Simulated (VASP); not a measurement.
# Cs in VASP: a series of runs, part 2 of 2

VASP 6.6.1.

### 3 Single point, PBE

The input, INCAR:

```
ALGO = Normal
DIPOL = 0.5 0.5 0.500
EDIFF = 1E-6
ENCUT = 520
GGA = PE
IDIPOL = 3
ISIF = 2
ISMEAR = -1
LASPH = T
LCHARG = T
LDIPOL = T
LELF = T
LREAL = F
LVACPOTAV = T
LVHAR = T
LWAVE = F
NBANDS = 10
NELM = 100
PREC = Accurate
SIGMA = 0.08
```

The input, KPOINTS:

```
k-points
0
Gamma
  7 7 1
```

The input, POSCAR:

```
Cs
1.0
    5.3297906112      0.0000000000      0.0000000000
   -1.7765968704      5.0249747780      0.0000000000
    0.0000000000      0.0000000000      7.0000000000
Cs
1
Direct
    0.0000000000      0.0000000000      0.5000000000
```

Potentials or basis: VASP PAW PBE potentials, release 64 (Cs_sv).

Command:

```sh
cat potpaw_PBE.64/Cs_sv/POTCAR > POTCAR
mpirun -np 1 vasp_std > vasp.out
```

OUTCAR:

```text
EDIFF = 1E-6
   ENCUT = 520
   GGA = PE
   ISIF = 2
   ISMEAR = -1
   LASPH = T
   LREAL = F
   NELM = 100
   PREC = Accurate

 ion  position               nearest neighbor table
   1  0.000  0.000  0.500-

  LATTYP: Found a base centered orthorhombic cell.
 ALAT       =     6.1543120882
 B/A-ratio  =     1.4142135624
 C/A-ratio  =     1.1374138815

  Lattice vectors:

 A1 = (   5.3297906112,   0.0000000000,   0.0000000000)
 A2 = (  -1.7765968704,   5.0249747780,   0.0000000000)
 A3 = (   0.0000000000,   0.0000000000,   7.0000000000)

Analysis of symmetry for initial positions (statically):
=====================================================================
 Subroutine PRICEL returns:
 Original cell was already a primitive cell.

 Routine SETGRP: Setting up the symmetry group for a
 base centered orthorhombic supercell.

 Subroutine GETGRP returns: Found  8 space group operations
 (whereof  8 operations were pure point group operations)
 out of a pool of  8 trial point group operations.

The static configuration has the point symmetry D_2h.

Analysis of symmetry for dynamics (positions and initial velocities):
=====================================================================
 Subroutine PRICEL returns:
 Original cell was already a primitive cell.

 Routine SETGRP: Setting up the symmetry group for a
 base centered orthorhombic supercell.

 Subroutine GETGRP returns: Found  8 space group operations
 (whereof  8 operations were pure point group operations)
 out of a pool of  8 trial point group operations.

The dynamic configuration has the point symmetry D_2h.

 Subroutine INISYM returns: Found  8 space group operations
 (whereof  8 operations are pure point group operations),
 and found     1 'primitive' translations

----------------------------------------------------------------------------------------

                                     Primitive cell

  volume of cell :     187.4744

  direct lattice vectors                    reciprocal lattice vectors
     5.329790611  0.000000000  0.000000000     0.187624632  0.066335325  0.000000000
    -1.776596870  5.024974778  0.000000000     0.000000000  0.199005974  0.000000000
     0.000000000  0.000000000  7.000000000     0.000000000  0.000000000  0.142857143

  length of vectors
     5.329790611  5.329790611  7.000000000     0.199005974  0.199005974  0.142857143

  position of ions in fractional coordinates (direct lattice)
     0.000000000  0.000000000  0.500000000

  ion indices of the primitive-cell ions
   primitive index   ion index
                 1           1

----------------------------------------------------------------------------------------

 KPOINTS: k-points

Automatic generation of k-mesh.
 Grid dimensions read from file:
 generate k-points for:    7    7    1

 Generating k-lattice:

  Cartesian coordinates                     Fractional coordinates (reciprocal lattice)
     0.026803519  0.009476475  0.000000000     0.142857143  0.000000000  0.000000000
     0.000000000  0.028429425  0.000000000     0.000000000  0.142857143  0.000000000
     0.000000000  0.000000000  0.142857143     0.000000000  0.000000000  1.000000000

  Length of vectors
     0.028429425  0.028429425  0.142857143

  Shift w.r.t. Gamma in fractional coordinates (k-lattice)
     0.000000000  0.000000000  0.000000000

 Subroutine IBZKPT returns following result:
 ===========================================

 Found     16 irreducible k-points:

 Following reciprocal coordinates:
            Coordinates               Weight
  0.000000  0.000000  0.000000      1.000000
  0.142857 -0.000000  0.000000      4.000000
  0.285714  0.000000  0.000000      4.000000
  0.428571  0.000000  0.000000      4.000000
  0.142857  0.142857  0.000000      2.000000
  0.285714  0.142857  0.000000      4.000000
[... 8 lines left out ...]
  0.428571  0.428571  0.000000      2.000000
 -0.428571  0.428571  0.000000      2.000000
   k-points           NKPTS =     16   k-points in BZ     NKDIM =     16   number of bands    NBANDS=     10
   number of dos      NEDOS =    301   number of ions     NIONS =      1
   total plane-waves  NPLWV =  86400
   dimension x,y,z NGX =    40 NGY =   40 NGZ =   54
   dimension x,y,z NGXF=    80 NGYF=   80 NGZF=  108
   ions per type =               1
   NGX,Y,Z   is equivalent  to a cutoff of  12.48, 12.48, 12.82 a.u.
   NGXF,Y,Z  is equivalent  to a cutoff of  24.95, 24.95, 25.65 a.u.
 SYSTEM =  unknown system
   PREC   = accura    normal or accurate (medium, high low for compatibility)
   ISTART =      0    job   : 0-new  1-cont  2-samecut
   ICHARG =      2    charge: 1-file 2-atom 10-const
   ISPIN  =      1    spin polarized calculation?
   LNONCOLLINEAR =      F non collinear calculations
   LSORBIT =      F    spin-orbit coupling
   LASPH  =      T    aspherical Exc in radial PAW
   ENCUT  =  520.0 eV  38.22 Ry    6.18 a.u.   9.91  9.91 13.02*2*pi/ulx,y,z
   NELM   =    100;   NELMIN=  2; NELMDL= -5     # of ELM steps
   EDIFF  = 0.1E-05   stopping-criterion for ELM
   LREAL  =      F    real-space projection
   EDIFFG = 0.1E-04   stopping-criterion for IOM
   NSW    =      0    number of steps for IOM
   IBRION =     -1    ionic relax: 0-MD 1-quasi-New 2-CG
   NFREE  =      0    steps in history (QN), initial steepest desc. (CG)
   ISIF   =      2    stress and relaxation
   ISYM   =      2    0-nonsym 1-usesym 2-fastsym
   POTIM  = 0.5000    time-step for ionic-motion
   TEBEG  =    0.0;   TEEND  =   0.0 temperature during run
   PSTRESS=    0.0 pullay stress
   NELECT =       9.0000    total number of electrons
   NUPDOWN=      -1.0000    fix difference up-down
   EMIN   =  10.00;   EMAX   =-10.00  energy-range for DOS
   EFERMI =   0.00;   METHOD = LEGACY
   ISMEAR =    -1;   SIGMA  =   0.08  broadening in eV -4-tet -1-fermi 0-gaus
   EFERMI_NEDOS =   21; number of points for ismear=-14 and -15
   IALGO  =     38    algorithm
   IMIX   =      4    mixing-type and parameters
     AMIX     =   0.40;   BMIX     =  1.00
     AMIX_MAG =   1.60;   BMIX_MAG =  1.00
  volume/ion in A,a.u.               =     187.47      1265.14
  Fermi-wavevector in a.u.,A,eV,Ry     =   0.594988  1.124365  4.816611  0.354011
  Thomas-Fermi vector in A             =   1.644781
   LORBIT       =      0    0 simple, 1 ext, 2 COOP (PROOUT), +10 PAW based schemes
   GGA     = PE    functional components
   LHFCALC =     F    Hartree Fock is set to
   AEXX    =    0.0000 exact exchange contribution
   IVDW    =     0    specifies the selected vdW correction
   LEPSILON=     F    determine dielectric tensor
   LRPA    =     F    only Hartree local field effects (RPA)
 non-spin polarized calculation
  energy-cutoff  :      520.00
  volume of cell :      187.47
 maximum number of plane-waves:      5070
   NGX = 19   NGY = 19   NGZ = 27

 number of electron       8.9999999 magnetization

 dipolmoment           0.000000      0.000000     -0.000000 electrons x Angstroem

 Free energy of the ion-electron system (eV)
  ---------------------------------------------------
  ext. energy  EPLUGINS =         0.00000000
  ---------------------------------------------------
  free energy    TOTEN  =        -0.88800573 eV

  energy without entropy =       -0.86367350  energy(sigma->0) =       -0.87583961

 E-fermi :  -0.6855     XC(G=0):  -4.2731

 val. band max:       -0.8331226261   @ k =   0.2857   0.1429   0.0000
 cond. band min:      -0.6151333029   @ k =  -0.4286   0.1429   0.0000
 fundamental gap:      0.2179893232
 Fermi energy:        -0.6855413855

 k-point     1 :       0.0000    0.0000    0.0000
  band No.  band energies     occupation
      1     -24.7625      2.00000
      2     -11.5486      2.00000
      3     -11.5156      2.00000
      4     -11.5060      2.00000
      5      -1.7605      2.00000
      6       0.5985      0.00000
      7       1.2592      0.00000
      8       1.7537      0.00000
      9       2.4507      0.00000
     10       2.8195      0.00000
[... 183 lines left out ...]
 k-point    16 :      -0.4286    0.4286    0.0000
  band No.  band energies     occupation
      1     -24.7573      2.00000
      2     -11.6096      2.00000
      3     -11.5589      2.00000
      4     -11.5329      2.00000
      5      -0.2273      0.00649
      6       0.6341      0.00000
      7       1.2707      0.00000
      8       1.3065      0.00000
      9       2.2061      0.00000
     10       2.6065      0.00000

------------------------ aborting loop because EDIFF is reached ----------------------------------------

  FORCE on cell =-STRESS in cart. coord.  units (eV):
  Direction    XX          YY          ZZ          XY          YZ          ZX
  --------------------------------------------------------------------------------------
  -------------------------------------------------------------------------------------
  Total       -0.0687153     -0.1161451     -0.9332840     -0.0670759      0.0000000      0.0000000
  in kB       -0.5872490     -0.9925892     -7.9759487     -0.5732377      0.0000000      0.0000000
  external PRESSURE =      -3.1852623 kB  Pullay stress =       0.0000000 kB

 VOLUME and BASIS-vectors are now :
 -----------------------------------------------------------------------------
  energy-cutoff  :      520.00
  volume of cell :      187.47
      direct lattice vectors                 reciprocal lattice vectors
     5.329790611  0.000000000  0.000000000     0.187624632  0.066335325  0.000000000
    -1.776596870  5.024974778  0.000000000     0.000000000  0.199005974  0.000000000
     0.000000000  0.000000000  7.000000000     0.000000000  0.000000000  0.142857143

 POSITION                                       TOTAL-FORCE (eV/Angst)
 -----------------------------------------------------------------------------------
      0.00000      0.00000      3.50000        -0.000000      0.000000      0.000000
 -----------------------------------------------------------------------------------
    total drift:                               -0.000000     -0.000000      0.000000

  FREE ENERGIE OF THE ION-ELECTRON SYSTEM (eV)
  ---------------------------------------------------
  free  energy   TOTEN  =        -0.8880057263 eV

  energy  without entropy=       -0.8636735037  energy(sigma->0) =       -0.87583961
```

Run time: 35 s. Hardware: 1 thread of Intel Xeon Platinum 8259CL at 2.50GHz (Skylake/Cascade Lake), shared host; peak memory 0.27 GiB.

What came out:

* Free energy: -0.8880 eV
* Band gap on the k mesh: zero (an odd number of electrons rules out a gap without spin polarisation)

Caveat: spin-orbit coupling is left out, which moves the levels of the heavy elements.

### 4 Single point, PBE

This run uses another cell than the first one.

The input, INCAR:

```
ALGO = Normal
DIPOL = 0.5 0.5 0.500
EDIFF = 1E-6
ENCUT = 520
GGA = PE
IDIPOL = 3
ISIF = 2
ISMEAR = -1
LASPH = True
LCHARG = False
LDIPOL = True
LREAL = False
LWAVE = False
NBANDS = 10
NELM = 60
PREC = Accurate
SIGMA = 0.08
```

KPOINTS is that of step 3.

Changes to POSCAR since step 3:

```diff
@@ -4,3 +4,3 @@
    -1.7765968704      5.0249747780      0.0000000000
-    0.0000000000      0.0000000000      7.0000000000
+    0.0000000000      0.0000000000     20.0000000000
 Cs
```

Command:

```sh
cat potpaw_PBE.64/Cs_sv/POTCAR > POTCAR
mpirun -np 1 vasp_std > vasp.out
```

Wall time 2.6 min (1 thread of Intel Xeon Platinum 8259CL at 2.50GHz (Skylake/Cascade Lake), shared host); peak memory 0.54 GiB.

It converged, with:

```
Free energy            : -0.6494 eV
Band gap on the k mesh : zero (an odd number of electrons rules out a gap without spin polarisation)
```

Levels at points of the mesh, in eV from the Fermi level:
| k point | band 1 | band 2 | band 3 | band 4 | band 5 | band 6 | band 7 | band 8 |
| --- | --- | --- | --- | --- | --- | --- | --- | --- |
| (0.00, 0.00, 0.00) | -24.22 | -11.07 | -10.96 | -10.95 | -1.11 | 0.66 | 1.25 | 1.77 |

Caveat: spin-orbit coupling is left out, which moves the levels of the heavy elements.

### 5 Single point, PBE

This run uses another cell than the first one.

The input, INCAR:

```
PREC     = Accurate       # precision mode
ENCUT    = 520            # plane-wave cutoff, eV
EDIFF    = 1E-6           # SCF threshold, eV
ISMEAR   = -1             # smearing method
SIGMA    = 0.08           # smearing width, eV
LREAL    = False          # projectors in reciprocal space
LASPH    = True           # aspherical terms in the spheres
NELM     = 80             # most SCF steps
ALGO     = Normal         # electronic algorithm
ISIF     = 2              # what is computed and relaxed
LWAVE    = False          # write WAVECAR
LCHARG   = True           # write CHGCAR
LDIPOL   = True         
IDIPOL   = 3            
DIPOL    = 0.5 0.5 0.500
GGA      = PE             # functional
LELF     = True           # ELF
LVHAR    = True         
LVACPOTAV= True         
NBANDS   = 10             # bands
EFIELD   = -0.5
```

The input, KPOINTS:

```
regular mesh
0
Gamma
  7 7 1
```

POSCAR is that of step 4.

Command:

```sh
cat potpaw_PBE.64/Cs_sv/POTCAR > POTCAR
mpirun -np 1 vasp_std > vasp.out
```

It took 2.5 min on 1 thread of Intel Xeon Platinum 8259CL at 2.50GHz (Skylake/Cascade Lake), shared host; peak memory 0.51 GiB.

Results (log left out):

```
Free energy            : -0.7684 eV
Band gap on the k mesh : zero (an odd number of electrons rules out a gap without spin polarisation)
```

Levels at points of the mesh, in eV from the Fermi level:
```
           k point  band 1  band 2  band 3  band 4  band 5  band 6  band 7  band 8
(0.00, 0.00, 0.00)  -24.24  -11.07  -10.98  -10.97   -1.08    0.08    0.77    1.56
```

Caveat: spin-orbit coupling is left out, which moves the levels of the heavy elements.

### 6 Single point, PBE

This run uses another cell than the first one.

The input, INCAR:

```
SYSTEM = Cs
PREC = Accurate
ENCUT = 520
EDIFF = 1E-7
ISMEAR = -1
SIGMA = 0.08
LREAL = .False.
LASPH = .True.
NELM = 100
ALGO = Normal
ISIF = 2
LWAVE = .False.
LCHARG = .False.
LDIPOL = .True.
IDIPOL = 3
DIPOL = 0.5 0.5 0.500
GGA = PE
NBANDS = 10
EFIELD = -0.5
```

The input, KPOINTS:

```
regular mesh
0
Gamma
  7 7 1
  0 0 0
```

POSCAR is that of step 5.

Potentials or basis: VASP PAW PBE potentials, release 64 (Cs_sv).

Command:

```sh
cat potpaw_PBE.64/Cs_sv/POTCAR > POTCAR
mpirun -np 1 vasp_std > vasp.out
```

Run time: 2.3 min. Hardware: 1 thread of Intel Xeon Platinum 8259CL at 2.50GHz (Skylake/Cascade Lake), shared host; peak memory 0.53 GiB.

It converged, with:

- Free energy: -0.7684 eV
- Band gap on the k mesh: zero (an odd number of electrons rules out a gap without spin polarisation)

Levels at points of the mesh, in eV from the Fermi level:
```
           k point  band 1  band 2  band 3  band 4  band 5  band 6  band 7  band 8
(0.00, 0.00, 0.00)  -24.24  -11.07  -10.98  -10.97   -1.08    0.08    0.77    1.56
```

Caveat: spin-orbit coupling is left out, which moves the levels of the heavy elements.

### 7 Summary

```csv
cell,electric field (eV/Å),gap on the mesh (eV)
"a = 5.330, b = 5.330, c = 7.000 Å, angles 90.0, 90.0, 109.5°, 1 atom",-,none
"a = 5.330, b = 5.330, c = 20.000 Å, angles 90.0, 90.0, 109.5°, 1 atom",-,none
"a = 5.330, b = 5.330, c = 20.000 Å, angles 90.0, 90.0, 109.5°, 1 atom",-0.5 eV/Å,none
```

Alike in all rows: task single point; level PBE; potentials or basis VASP PAW PBE potentials, release 64 (Cs_sv); no spin polarisation; k mesh 7 × 7 × 1; cutoff (eV) 520; smearing fermi-dirac 0.08 eV.

Caveats: spin-orbit coupling is left out, which moves the levels of the heavy elements.

Absolute energies hang on the potentials; compare differences alone.
